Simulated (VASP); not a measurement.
Write the native input for VASP 6.6.1 that does the following.

```yaml
Task: relaxation of cell and atoms
Functional: PBE
Potentials_or_basis: VASP PAW PBE potentials, release 64 (Si, Br)
Cutoff: 600 eV
k_mesh: 12 × 12 × 16
Occupations: gaussian, width 0.1 eV
Spin: no spin polarisation
Dipole_correction: no
Further_INCAR_settings: ALGO = Normal; EDIFF = 1e-06; IBRION = 2; EDIFFG = -0.01; NSW = 100; ISIF = 3
```

The structure of Si2Br lies in POSCAR:

```
Si2Br
1.0
    4.7791483591      0.0000000000      0.0000000000
   -2.3895741796      4.1388638875      0.0000000000
    0.0000000000      0.0000000000      3.0380594511
Si Br
2 1
Direct
    0.3333333333      0.6666666667      0.5000000000
    0.6666666667      0.3333333333      0.5000000000
    0.0000000000      0.0000000000      0.0000000000
```

The input as run:

INCAR

```
SYSTEM = Si2Br
PREC = Accurate ; ENCUT = 600
EDIFF = 1E-6 ; ISMEAR = 0
SIGMA = 0.1 ; LREAL = .False.
LASPH = .True. ; NELM = 60
ALGO = Normal ; ISIF = 3
LWAVE = .False. ; LCHARG = .False.
GGA = PE ; IBRION = 2
NSW = 100 ; EDIFFG = -0.01
```

KPOINTS

```
regular mesh
0
Gamma
  12 12 16
  0 0 0
```

Potentials or basis: VASP PAW PBE potentials, release 64 (Si, Br).

Command:

```sh
$ cat potpaw_PBE.64/Si/POTCAR potpaw_PBE.64/Br/POTCAR > POTCAR
$ mpirun -np 1 vasp_std > vasp.out
```

Results of the run:

* Relaxed volume: 22.75 Å³/atom
* Relaxed cell: a = 3.992 Å, b = 3.992 Å, c = 4.945 Å, α = 90.00°, β = 90.00°, γ = 120.00°
* Space group after relaxing (to 0.1 Å): P6/mmm (No. 191)
* Energy gained by relaxing: 381.7 meV/atom
* Ionic steps: 18
* Pressure after relaxing: 0.0 GPa
* Band gap on the k mesh: zero (an odd number of electrons rules out a gap without spin polarisation)

Caveat: a cell axis changed by over 15 % at a fixed basis, so the end point is rough; an odd number of electrons without spin polarisation forces a metal; a magnetic or distorted state may lie lower.

It took 19 min on 1 thread of Intel(R) Xeon(R) Platinum 8175M CPU @ 2.50GHz (Skylake/Cascade Lake), with other jobs on the host, peak memory 0.32 GiB.
